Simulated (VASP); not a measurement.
A run of VASP 6.6.1 is set up as follows.

Contents of INCAR:

```
  PREC = Accurate
  ENCUT = 520
  EDIFF = 1E-7
  ISMEAR = 0
  SIGMA = 0.1
  LREAL = False
  LASPH = True
  NELM = 80
  ALGO = Normal
  ISIF = 2
  LWAVE = False
  LCHARG = True
  GGA = PE
  LELF = True
  LVHAR = True
  NBANDS = 30
```

The input KPOINTS:

```
Automatic mesh
0
Gamma
  6 6 4
```

Contents of POSCAR:

```
Ta3N2
1.0
    2.9404600573      0.0000000000      0.0000000000
   -1.4702300287      2.5465131085      0.0000000000
    0.0000000000      0.0000000000      8.6147388230
Ta N
3 2
Direct
    0.0000000000      0.0000000000      0.3372365857
    0.0000000000      0.0000000000      0.6627634143
    0.0000000000      0.0000000000      0.0000000000
    0.6666666667      0.3333333333      0.8350342015
    0.6666666667      0.3333333333      0.1649657985
```

Potentials or basis: VASP PAW PBE potentials, release 64 (Ta_pv, N).

The run is started by

```console
$ cat potpaw_PBE.64/Ta_pv/POTCAR potpaw_PBE.64/N/POTCAR > POTCAR
$ mpirun -np 1 vasp_std > vasp.out
```

Question: Estimate the largest force.

Answer: 0.023 eV/Å.

Question: What does it give for the pressure?

Answer: 0.4 GPa.

Forces on the atoms (eV/Å):
```
Ta   0.000  0.000  0.023
Ta   0.000  0.000 -0.023
Ta   0.000  0.000  0.000
N    0.000  0.000 -0.004
N    0.000  0.000  0.004
```

Caveat: the k points lie up to 0.41 Å⁻¹ apart.
